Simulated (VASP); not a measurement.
The system is NiO.

```xyz
4
Lattice="0.0000 2.0913 2.0913 2.0913 0.0000 2.0913 4.1826 4.1826 0.0000" Properties=species:S:1:pos:R:3 pbc="T T T"
Ni    0.0000    0.0000    0.0000
Ni    2.0913    2.0913    0.0000
O     2.0913    2.0913    2.0913
O     4.1826    4.1826    2.0913
```

Base run:

* Program: VASP 6.6.1
* Functional: PBEsol
* Potentials or basis: VASP PAW PBE potentials, release 64 (Ni, O)
* Cutoff: 600 eV
* k mesh: 9 × 9 × 9
* Occupations: gaussian, width 0.05 eV
* Spin: collinear spin, ferromagnetic start
* Starting moments: [2.0, 2.0, 0.0, 0.0] μB
* Fixed moment: 4 μB

Its results: pressure -3.4 GPa; net moment 4.00 μB per cell; site moments Ni +1.59; O +0.36 μB.

Task: The run is repeated on the same cell with these changes: fixed moment from 4 μB to none; moments at the start from [2.0, 2.0, 0.0, 0.0] to [1.2, 1.2, 0.23, 0.23]. What comes out?

Result: Pressure -9.1 GPa; net moment 2.80 μB per cell; site moments Ni +1.16; O +0.20 μB.

Caveats: the cell stands under tension; the PAW data sets were made with another functional, which shifts forces and pressure a little; the total moment is fixed, so each spin has its own Fermi level and the state may be an excited one (at least some runs).
